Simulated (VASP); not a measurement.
# CdS (Greenockite) (P6_3mc) in VASP: settings compared, part 2 of 2

VASP 6.6.1.

## (3) Single point, PBE

File INCAR:

```
ALGO = Normal
EDIFF = 1E-6
ENCUT = 520
GGA = PE
ISIF = 2
ISMEAR = 0
LASPH = T
LCHARG = F
LREAL = F
LWAVE = F
NBANDS = 26
NELM = 80
PREC = Accurate
SIGMA = 0.01
```

File KPOINTS:

```
k-points
0
Gamma
  6 6 2
```

File POSCAR:

```
CdS
1.0
    4.1646212224      0.0000000000      0.0000000000
   -2.0823106112      3.6066677758      0.0000000000
    0.0000000000      0.0000000000      6.7659754801
Cd S
2 2
Direct
    0.3333333333      0.6666666667     -0.0009650864
    0.6666666667      0.3333333333      0.4990349136
    0.3333333333      0.6666666667      0.3759650864
    0.6666666667      0.3333333333      0.8759650864
```

Potentials or basis: VASP PAW PBE potentials, release 64 (Cd, S).

On the command line:

```
$ cat potpaw_PBE.64/Cd/POTCAR potpaw_PBE.64/S/POTCAR > POTCAR
$ mpirun -np 1 vasp_std > vasp.out
```

OUTCAR:

```text
EDIFF = 1E-6
   ENCUT = 520
   GGA = PE
   ISIF = 2
   ISMEAR = 0
   LASPH = T
   LREAL = F
   NELM = 80
   PREC = Accurate

 ion  position               nearest neighbor table
   1  0.333  0.667  0.999-   4 2.54   4 2.54   4 2.54   3 2.55
   2  0.667  0.333  0.499-   3 2.54   3 2.54   3 2.54   4 2.55
   3  0.333  0.667  0.376-   2 2.54   2 2.54   2 2.54   1 2.55
   4  0.667  0.333  0.876-   1 2.54   1 2.54   1 2.54   2 2.55

  LATTYP: Found a hexagonal cell.
 ALAT       =     4.1646212224
 C/A-ratio  =     1.6246316577

  Lattice vectors:

 A1 = (   4.1646212224,   0.0000000000,   0.0000000000)
 A2 = (  -2.0823106112,   3.6066677758,   0.0000000000)
 A3 = (   0.0000000000,   0.0000000000,   6.7659754801)

Analysis of symmetry for initial positions (statically):
=====================================================================
 Subroutine PRICEL returns:
 Original cell was already a primitive cell.

 Routine SETGRP: Setting up the symmetry group for a
 hexagonal supercell.

 Subroutine GETGRP returns: Found 12 space group operations
 (whereof  6 operations were pure point group operations)
 out of a pool of 24 trial point group operations.

The static configuration has the point symmetry C_3v.
 The point group associated with its full space group is C_6v.

Analysis of symmetry for dynamics (positions and initial velocities):
=====================================================================
 Subroutine PRICEL returns:
 Original cell was already a primitive cell.

 Routine SETGRP: Setting up the symmetry group for a
 hexagonal supercell.

 Subroutine GETGRP returns: Found 12 space group operations
 (whereof  6 operations were pure point group operations)
 out of a pool of 24 trial point group operations.

The dynamic configuration has the point symmetry C_3v.
 The point group associated with its full space group is C_6v.

 Subroutine INISYM returns: Found 12 space group operations
 (whereof  6 operations are pure point group operations),
 and found     1 'primitive' translations

----------------------------------------------------------------------------------------

                                     Primitive cell

  volume of cell :     101.6277

  direct lattice vectors                    reciprocal lattice vectors
     4.164621222  0.000000000  0.000000000     0.240117875  0.138632120  0.000000000
    -2.082310611  3.606667776  0.000000000     0.000000000  0.277264240  0.000000000
     0.000000000  0.000000000  6.765975480     0.000000000  0.000000000  0.147798348

  length of vectors
     4.164621222  4.164621222  6.765975480     0.277264240  0.277264240  0.147798348

  position of ions in fractional coordinates (direct lattice)
     0.333333333  0.666666667  0.999034914
     0.666666667  0.333333333  0.499034914
     0.333333333  0.666666667  0.375965086
     0.666666667  0.333333333  0.875965086

  ion indices of the primitive-cell ions
   primitive index   ion index
                 1           1
                 2           2
                 3           3
                 4           4

[... 26 lines left out ...]
 Following reciprocal coordinates:
            Coordinates               Weight
  0.000000  0.000000  0.000000      1.000000
  0.166667  0.000000  0.000000      6.000000
  0.333333 -0.000000  0.000000      6.000000
  0.500000 -0.000000  0.000000      3.000000
  0.166667  0.166667  0.000000      6.000000
  0.333333  0.166667  0.000000     12.000000
  0.333333  0.333333  0.000000      2.000000
  0.000000  0.000000  0.500000      1.000000
  0.166667  0.000000  0.500000      6.000000
  0.333333 -0.000000  0.500000      6.000000
  0.500000 -0.000000  0.500000      3.000000
  0.166667  0.166667  0.500000      6.000000
  0.333333  0.166667  0.500000     12.000000
  0.333333  0.333333  0.500000      2.000000
   k-points           NKPTS =     14   k-points in BZ     NKDIM =     14   number of bands    NBANDS=     26
   number of dos      NEDOS =    301   number of ions     NIONS =      4
   total plane-waves  NPLWV =  51200
   dimension x,y,z NGX =    32 NGY =   32 NGZ =   50
   dimension x,y,z NGXF=    64 NGYF=   64 NGZF=  100
   ions per type =               2   2
   NGX,Y,Z   is equivalent  to a cutoff of  12.77, 12.77, 12.29 a.u.
   NGXF,Y,Z  is equivalent  to a cutoff of  25.55, 25.55, 24.57 a.u.
 SYSTEM =  unknown system
   PREC   = accura    normal or accurate (medium, high low for compatibility)
   ISTART =      0    job   : 0-new  1-cont  2-samecut
   ICHARG =      2    charge: 1-file 2-atom 10-const
   ISPIN  =      1    spin polarized calculation?
   LNONCOLLINEAR =      F non collinear calculations
   LSORBIT =      F    spin-orbit coupling
   LASPH  =      T    aspherical Exc in radial PAW
   ENCUT  =  520.0 eV  38.22 Ry    6.18 a.u.   7.74  7.74 12.58*2*pi/ulx,y,z
   NELM   =     80;   NELMIN=  2; NELMDL= -5     # of ELM steps
   EDIFF  = 0.1E-05   stopping-criterion for ELM
   LREAL  =      F    real-space projection
   EDIFFG = 0.1E-04   stopping-criterion for IOM
   NSW    =      0    number of steps for IOM
   IBRION =     -1    ionic relax: 0-MD 1-quasi-New 2-CG
   NFREE  =      0    steps in history (QN), initial steepest desc. (CG)
   ISIF   =      2    stress and relaxation
   ISYM   =      2    0-nonsym 1-usesym 2-fastsym
   POTIM  = 0.5000    time-step for ionic-motion
   TEBEG  =    0.0;   TEEND  =   0.0 temperature during run
   PSTRESS=    0.0 pullay stress
   NELECT =      36.0000    total number of electrons
   NUPDOWN=      -1.0000    fix difference up-down
   EMIN   =  10.00;   EMAX   =-10.00  energy-range for DOS
   EFERMI =   0.00;   METHOD = LEGACY
   ISMEAR =     0;   SIGMA  =   0.01  broadening in eV -4-tet -1-fermi 0-gaus
   EFERMI_NEDOS =   21; number of points for ismear=-14 and -15
   IALGO  =     38    algorithm
   IMIX   =      4    mixing-type and parameters
     AMIX     =   0.40;   BMIX     =  1.00
     AMIX_MAG =   1.60;   BMIX_MAG =  1.00
  volume/ion in A,a.u.               =      25.41       171.45
  Fermi-wavevector in a.u.,A,eV,Ry     =   1.158346  2.188957 18.255828  1.341765
  Thomas-Fermi vector in A             =   2.294949
   LORBIT       =      0    0 simple, 1 ext, 2 COOP (PROOUT), +10 PAW based schemes
   GGA     = PE    functional components
   LHFCALC =     F    Hartree Fock is set to
   AEXX    =    0.0000 exact exchange contribution
   IVDW    =     0    specifies the selected vdW correction
   LEPSILON=     F    determine dielectric tensor
   LRPA    =     F    only Hartree local field effects (RPA)
 non-spin polarized calculation
 Gauss-broadening in eV      SIGMA  =   0.01
  energy-cutoff  :      520.00
  volume of cell :      101.63
 maximum number of plane-waves:      2786
 NGX is ok and might be reduce to    32
   NGX = 15   NGY = 15   NGZ = 25

 number of electron      35.9999998 magnetization

 Free energy of the ion-electron system (eV)
  ---------------------------------------------------
  ext. energy  EPLUGINS =         0.00000000
  ---------------------------------------------------
  free energy    TOTEN  =       -12.28044986 eV

  energy without entropy =      -12.28044986  energy(sigma->0) =      -12.28044986

 E-fermi :   1.1912     XC(G=0):  -9.0320

 val. band max:        1.1095115457   @ k =   0.0000   0.0000   0.0000
 cond. band min:       2.2843910876   @ k =   0.0000   0.0000   0.0000
 fundamental gap:      1.1748795419
 Fermi energy:         1.1912136933

 k-point     1 :       0.0000    0.0000    0.0000
  band No.  band energies     occupation
      1     -11.1174      2.00000
      2     -10.7068      2.00000
      3      -6.5130      2.00000
      4      -6.5086      2.00000
      5      -6.5086      2.00000
      6      -6.4292      2.00000
[... 395 lines left out ...]
     25      10.4442      0.00000
     26      10.4442      0.00000

------------------------ aborting loop because EDIFF is reached ----------------------------------------

  FORCE on cell =-STRESS in cart. coord.  units (eV):
  Direction    XX          YY          ZZ          XY          YZ          ZX
  --------------------------------------------------------------------------------------
  -------------------------------------------------------------------------------------
  Total        1.0556595      1.0556595      1.0810469      0.0000000      0.0000000      0.0000000
  in kB       16.6426457     16.6426457     17.0428831      0.0000000      0.0000000      0.0000000
  external PRESSURE =      16.7760581 kB  Pullay stress =       0.0000000 kB

 VOLUME and BASIS-vectors are now :
 -----------------------------------------------------------------------------
  energy-cutoff  :      520.00
  volume of cell :      101.63
      direct lattice vectors                 reciprocal lattice vectors
     4.164621222  0.000000000  0.000000000     0.240117875  0.138632120  0.000000000
    -2.082310611  3.606667776  0.000000000     0.000000000  0.277264240  0.000000000
     0.000000000  0.000000000  6.765975480     0.000000000  0.000000000  0.147798348

 POSITION                                       TOTAL-FORCE (eV/Angst)
 -----------------------------------------------------------------------------------
     -0.00000      2.40445      6.75945        -0.000000      0.000000      0.003378
      2.08231      1.20222      3.37646         0.000000     -0.000000      0.003378
     -0.00000      2.40445      2.54377        -0.000000      0.000000     -0.003378
      2.08231      1.20222      5.92676         0.000000      0.000000     -0.003378
 -----------------------------------------------------------------------------------
    total drift:                               -0.000000     -0.000000     -0.001035

  FREE ENERGIE OF THE ION-ELECTRON SYSTEM (eV)
  ---------------------------------------------------
  free  energy   TOTEN  =       -12.2804498554 eV

  energy  without entropy=      -12.2804498554  energy(sigma->0) =      -12.28044986
```

OSZICAR:

```text
N       E                     dE             d eps       ncg     rms          rms(c)
DAV:   1     0.245225349829E+03    0.24523E+03   -0.17259E+04   728   0.126E+03
DAV:   2     0.174076894126E+00   -0.24505E+03   -0.23738E+03   790   0.318E+02
DAV:   3    -0.132287467650E+02   -0.13403E+02   -0.13313E+02   864   0.744E+01
DAV:   4    -0.133716267522E+02   -0.14288E+00   -0.14273E+00   854   0.723E+00
DAV:   5    -0.133737541906E+02   -0.21274E-02   -0.21274E-02   868   0.890E-01    0.109E+01
DAV:   6    -0.123033905935E+02    0.10704E+01   -0.19254E+00   960   0.140E+01    0.866E+00
DAV:   7    -0.122836940915E+02    0.19697E-01   -0.69947E-01   756   0.444E+00    0.397E+00
DAV:   8    -0.122812970757E+02    0.23970E-02   -0.81128E-02   788   0.281E+00    0.520E-01
DAV:   9    -0.122800513562E+02    0.12457E-02   -0.13689E-02   782   0.143E+00    0.148E-01
DAV:  10    -0.122802902898E+02   -0.23893E-03   -0.11690E-03   782   0.334E-01    0.115E-01
DAV:  11    -0.122804562467E+02   -0.16596E-03   -0.29468E-04   792   0.120E-01    0.815E-02
DAV:  12    -0.122804469030E+02    0.93438E-05   -0.14673E-04   776   0.937E-02    0.144E-02
DAV:  13    -0.122804491378E+02   -0.22349E-05   -0.18392E-05   834   0.266E-02    0.673E-03
DAV:  14    -0.122804498554E+02   -0.71756E-06   -0.21842E-06   648   0.128E-02
   1 F= -.12280450E+02 E0= -.12280450E+02  d E =-.160279E-32
```

Run time: 37 s. Hardware: 1 thread of Intel Xeon Platinum 8559C (Emerald Rapids), shared host; peak memory 0.21 GiB.

What came out:

```
Free energy            : -12.2804 eV
Pressure               : 1.7 GPa
Largest force          : 0.003 eV/Å
Band gap on the k mesh : 1.17 eV, direct
```

Forces in eV/Å, atoms in the order of the input:
```
Cd   0.000  0.000  0.003
Cd   0.000  0.000  0.003
S    0.000  0.000 -0.003
S    0.000  0.000 -0.003
```

Caveat: the k points lie up to 0.46 Å⁻¹ apart.

## (4) Single point, PBE

File INCAR:

```
  ALGO = Normal
  EDIFF = 1E-6
  ENCUT = 520
  GGA = PE
  ISIF = 2
  ISMEAR = 0
  LASPH = T
  LCHARG = F
  LREAL = F
  LWAVE = F
  NBANDS = 26
  NELM = 60
  PREC = Accurate
  SIGMA = 0.01
```

File KPOINTS:

```
k-points
0
Gamma
  6 6 4
```

POSCAR is that of step 3.

On the command line:

```
$ cat potpaw_PBE.64/Cd/POTCAR potpaw_PBE.64/S/POTCAR > POTCAR
$ mpirun -np 1 vasp_std > vasp.out
```

It took 44 s on 1 thread of Intel Xeon Platinum 8559C (Emerald Rapids), shared host; peak memory 0.22 GiB.

The run converged. Its results:

| Item | Value |
| --- | --- |
| Free energy | -12.2815 eV |
| Pressure | 1.7 GPa |
| Band gap on the k mesh | 1.17 eV, direct |

Forces in eV/Å, atoms in the order of the input:
```
Cd   0.000  0.000  0.002
Cd   0.000  0.000  0.002
S    0.000  0.000 -0.002
S    0.000  0.000 -0.002
```

Levels at points of the mesh, in eV from the valence-band top:
```csv
k point,band 16,band 17,band 18,band 19,band 20,band 21
"(0.00, 0.00, 0.00)",-0.04,0.00,0.00,1.17,2.76,6.48
"(0.50, 0.00, 0.00)",-1.81,-1.24,-0.73,3.68,3.88,5.12
"(0.00, 0.00, 0.50)",-0.38,-0.38,-0.38,2.81,2.81,6.17
"(0.50, 0.00, 0.50)",-1.30,-1.27,-1.27,3.48,3.48,5.37
```

## (5) Single point, r2SCAN

POSCAR is that of step 4.

File INCAR.step1:

```
SYSTEM = CdS
PREC = Accurate
ENCUT = 520
ISMEAR = 0
SIGMA = 0.01
LREAL = .False.
LASPH = .True.
NELM = 100
NBANDS = 26
GGA = PE
ALGO = Normal
EDIFF = 1E-4
LWAVE = .True.
LCHARG = .False.
```

File INCAR.step2:

```
SYSTEM = CdS
PREC = Accurate
ENCUT = 520
EDIFF = 1E-6
ISMEAR = 0
SIGMA = 0.01
LREAL = .False.
LASPH = .True.
NELM = 100
ALGO = Normal
ISIF = 2
LWAVE = .False.
LCHARG = .False.
METAGGA = R2SCAN
LMIXTAU = .True.
NBANDS = 26
ISTART = 1
```

File KPOINTS:

```
Automatic mesh
0
Gamma
  6 6 2
  0 0 0
```

Potentials or basis: VASP PAW PBE potentials, release 64 (Cd, S).

On the command line:

```
$ cat potpaw_PBE.64/Cd/POTCAR potpaw_PBE.64/S/POTCAR > POTCAR
$ cp INCAR.step1 INCAR
$ mpirun -np 1 vasp_std > vasp.out
$ cp INCAR.step2 INCAR
$ mpirun -np 1 vasp_std > vasp.out
```

OUTCAR:

```text
SYSTEM = CdS
   PREC = Accurate
   ENCUT = 520
   EDIFF = 1E-6
   ISMEAR = 0
   LREAL = .False.
   LASPH = .True.
   NELM = 100
   ISIF = 2
   METAGGA = R2SCAN
   ISTART = 1

 ion  position               nearest neighbor table
   1  0.333  0.667  0.999-   4 2.54   4 2.54   4 2.54   3 2.55
   2  0.667  0.333  0.499-   3 2.54   3 2.54   3 2.54   4 2.55
   3  0.333  0.667  0.376-   2 2.54   2 2.54   2 2.54   1 2.55
   4  0.667  0.333  0.876-   1 2.54   1 2.54   1 2.54   2 2.55

  LATTYP: Found a hexagonal cell.
 ALAT       =     4.1646212224
[... 595 lines left out ...]
  --------------------------------------------------------------------------------------
  -------------------------------------------------------------------------------------
  Total        0.1769578      0.1769578      0.1738367      0.0000000     -0.0000000      0.0000000
  in kB        2.7897694      2.7897694      2.7405636      0.0000000     -0.0000000      0.0000000
  external PRESSURE =       2.7733674 kB  Pullay stress =       0.0000000 kB

 VOLUME and BASIS-vectors are now :
 -----------------------------------------------------------------------------
  energy-cutoff  :      520.00
  volume of cell :      101.63
      direct lattice vectors                 reciprocal lattice vectors
     4.164621222  0.000000000  0.000000000     0.240117875  0.138632120  0.000000000
    -2.082310611  3.606667776  0.000000000     0.000000000  0.277264240  0.000000000
     0.000000000  0.000000000  6.765975480     0.000000000  0.000000000  0.147798348

 POSITION                                       TOTAL-FORCE (eV/Angst)
 -----------------------------------------------------------------------------------
     -0.00000      2.40445      6.75945        -0.000000     -0.000000      0.000186
      2.08231      1.20222      3.37646         0.000000      0.000000      0.000186
     -0.00000      2.40445      2.54377         0.000000      0.000000     -0.000186
      2.08231      1.20222      5.92676         0.000000      0.000000     -0.000186
 -----------------------------------------------------------------------------------
    total drift:                               -0.000000     -0.000000     -0.007728

  FREE ENERGIE OF THE ION-ELECTRON SYSTEM (eV)
  ---------------------------------------------------
  free  energy   TOTEN  =       -59.3801707831 eV

  energy  without entropy=      -59.3801707831  energy(sigma->0) =      -59.38017078
```

It took 1.7 min on 1 thread of Intel Xeon Platinum 8559C (Emerald Rapids), shared host; peak memory 0.24 GiB.

What came out:

```yaml
Free_energy: -59.3802 eV
Pressure: 0.3 GPa
Band_gap_on_the_k_mesh: 1.63 eV, direct
```

Caveat: the k points lie up to 0.46 Å⁻¹ apart; the PAW data sets were made with another functional, which shifts forces and pressure a little. r2SCAN opens gaps a little over a GGA but as a rule still falls short of measured ones.

## (6) The runs side by side

```csv
level,k mesh,gap on the mesh (eV),pressure (GPa)
PBE,6 × 6 × 2,1.17,1.7
PBE,6 × 6 × 4,1.17,1.7
r2SCAN,6 × 6 × 2,1.63,0.3
```

Alike in all rows: task single point; potentials or basis VASP PAW PBE potentials, release 64 (Cd, S); no spin polarisation; cell as given; cutoff (eV) 520; smearing gaussian 0.01 eV.

Caveats: some runs use coarse meshes; the PAW data sets were made with another functional, which shifts forces and pressure a little (some runs).

Total energies depend on the potentials used, so only differences within one code and one set of settings carry meaning.

## (7) Against experiment

Step 4. Measured gap of CdS: 2.5809 eV (quoted in “Isotope dependence of band-gap energy”, 2008, arxiv:0807.2152). This calculation gives 1.17 eV (-1.41 eV). So large a miss can be the level of theory's own, or it may mean another phase, state or a wrong row. Spin-orbit coupling on Cd is left out. The value is that of PBE, without temperature or zero-point motion. Semilocal functionals fall short of measured gaps as a rule.
